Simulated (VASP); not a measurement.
A run of VASP 6.6.1 is set up as follows.

Contents of INCAR:

```
PREC     = Accurate       # precision mode
ENCUT    = 520            # plane-wave cutoff, eV
EDIFF    = 1E-7           # SCF threshold, eV
ISMEAR   = 0              # smearing method
SIGMA    = 0.02           # smearing width, eV
LREAL    = F              # projectors in reciprocal space
LASPH    = T              # aspherical terms in the spheres
NELM     = 80             # most SCF steps
ALGO     = Normal         # electronic algorithm
ISIF     = 2              # what is computed and relaxed
LWAVE    = F              # write WAVECAR
LCHARG   = F              # write CHGCAR
GGA      = PE             # functional
NBANDS   = 44             # bands
```

Contents of KPOINTS:

```
regular mesh
0
Gamma
  6 6 6
```

File POSCAR:

```
SiO2
1.0
   -2.6233364600      4.7767535050      4.4416747250
    2.6233364600     -4.7767535050      4.4416747250
    2.6233364600      4.7767535050     -4.4416747250
Si O
4 8
Direct
    0.9277899082      0.8441231423      0.0836667659
    0.7395436236      0.1558768577      0.5836667659
    0.0722100918      0.1558768577      0.9163332341
    0.2604563764      0.8441231423      0.4163332341
    0.1294633349      0.8794633349      0.2500000000
    0.8705366651      0.1205366651      0.7500000000
    0.7884604384      0.5000000000      0.7884604384
    0.2115395616      0.0000000000      0.7115395616
    0.2115395616      0.5000000000      0.2115395616
    0.7884604384      0.0000000000      0.2884604384
    0.0000000000      0.0000000000      0.0000000000
    0.5000000000      0.0000000000      0.5000000000
```

Potentials or basis: VASP PAW PBE potentials, release 64 (Si, O).

Run with:

```console
$ cat potpaw_PBE.64/Si/POTCAR potpaw_PBE.64/O/POTCAR > POTCAR
$ mpirun -np 1 vasp_std > vasp.out
```

Estimate the pressure.

2.4 GPa.

What does it give for the band gap on the k mesh?

5.41 eV.

Forces on the atoms (eV/Å):
```
Si   0.000 -0.037  0.031
Si   0.000 -0.037 -0.031
Si   0.000  0.037 -0.031
Si   0.000  0.037  0.031
O    0.000  0.000 -0.021
O    0.000  0.000  0.021
O    0.000  0.014  0.000
O    0.000 -0.014  0.000
O    0.000 -0.014  0.000
O    0.000  0.014  0.000
O    0.000  0.000  0.000
O    0.000  0.000  0.000
```

A k mesh can miss the band edges.
